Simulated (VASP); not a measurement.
A run of VASP 6.6.1 is set up as follows.

Contents of INCAR:

```
PREC     = Accurate       # precision mode
ENCUT    = 520            # plane-wave cutoff, eV
EDIFF    = 1E-7           # SCF threshold, eV
ISMEAR   = -1             # smearing method
SIGMA    = 0.05           # smearing width, eV
LREAL    = F              # projectors in reciprocal space
LASPH    = T              # aspherical terms in the spheres
NELM     = 60             # most SCF steps
ALGO     = Normal         # electronic algorithm
ISIF     = 2              # what is computed and relaxed
LWAVE    = F              # write WAVECAR
LCHARG   = T              # write CHGCAR
GGA      = RP             # functional
IVDW     = 12             # dispersion correction
LELF     = T              # ELF
LVHAR    = T            
NBANDS   = 17             # bands
```

Contents of KPOINTS:

```
regular mesh
0
Gamma
  7 7 7
```

The input POSCAR:

```
TePb
1.0
    0.0000000000      3.2943690292      3.2943690292
    3.2943690292      0.0000000000      3.2943690292
    3.2943690292      3.2943690292      0.0000000000
Pb Te
1 1
Direct
    0.0000000000      0.0000000000      0.0000000000
    0.5000000000      0.5000000000      0.5000000000
```

Potentials or basis: VASP PAW PBE potentials, release 64 (Pb_d, Te).

Launch:

```console
$ cat potpaw_PBE.64/Pb_d/POTCAR potpaw_PBE.64/Te/POTCAR > POTCAR
$ mpirun -np 1 vasp_std > vasp.out
```

Q: Estimate the dispersion energy per atom.

A: -1.746 eV.

Q: Predict the pressure.

A: -9.9 GPa.

Caveat: the PAW data sets were made with another functional, which shifts forces and pressure a little.
